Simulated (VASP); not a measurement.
Crystal: Au.

```
CELL_PARAMETERS angstrom
2.90000 0.00000 0.00000
-1.45000 2.51147 0.00000
0.00000 0.00000 4.88000
ATOMIC_POSITIONS crystal
Au 0.66667 0.33333 0.25000
Au 0.33333 0.66667 0.75000
```

This isn't the form of Au at room conditions, which is fcc.

| Property | Result |
| --- | --- |
| Program | VASP 6.6.1 |
| Task | relaxation of cell and atoms |
| Functional | PBEsol |
| Potentials or basis | VASP PAW PBE potentials, release 64 (Au) |
| Cutoff | 600 eV |
| k mesh | 11 × 11 × 6 |
| Occupations | fermi-dirac, width 0.05 eV |
| Spin | no spin polarisation |

At the start: pressure -6.6 GPa; volume 17.77 Å³/atom.

**Question.** Where does the relaxation end?

**Answer.** Over 9 steps the energy falls by 16.7 meV/atom and the volume is 17.01 Å³/atom (-4.3 %); space group P6_3/mmc (No. 194, to 0.1 Å) before and after.

Step by step:
| step | energy change (eV) | largest force (eV/Å) | pressure (GPa) | volume (Å³) |
| --- | --- | --- | --- | --- |
| 1 | 0.0000 | 0.0000 | -6.59 | 35.54 |
| 2 | 0.0484 | 0.0000 | 13.29 | 31.91 |
| 3 | -0.0327 | 0.0000 | -0.09 | 34.05 |
| 4 | -0.0327 | 0.0000 | 0.03 | 34.02 |
| 5 | -0.0333 | 0.0000 | 0.05 | 34.01 |
| 6 | -0.0335 | 0.0000 | 0.07 | 34.00 |
| 7 | -0.0335 | 0.0000 | 0.07 | 34.00 |
| 8 | -0.0335 | 0.0000 | -0.13 | 34.04 |
| 9 | -0.0335 | 0.0000 | -0.02 | 34.02 |

Final structure:
```cif
data_structure
_symmetry_space_group_name_H-M 'P 1'
_symmetry_Int_Tables_number 1
_cell_length_a 2.8681
_cell_length_b 2.8681
_cell_length_c 4.7748
_cell_angle_alpha 90.000
_cell_angle_beta 90.000
_cell_angle_gamma 120.000
_cell_volume 34.02
loop_
_atom_site_label
_atom_site_type_symbol
_atom_site_fract_x
_atom_site_fract_y
_atom_site_fract_z
_atom_site_occupancy
Au1 Au 0.66667 0.33333 0.25000 1
Au2 Au 0.33333 0.66667 0.75000 1
```

Caveat: the PAW data sets were made with another functional, which shifts forces and pressure a little.
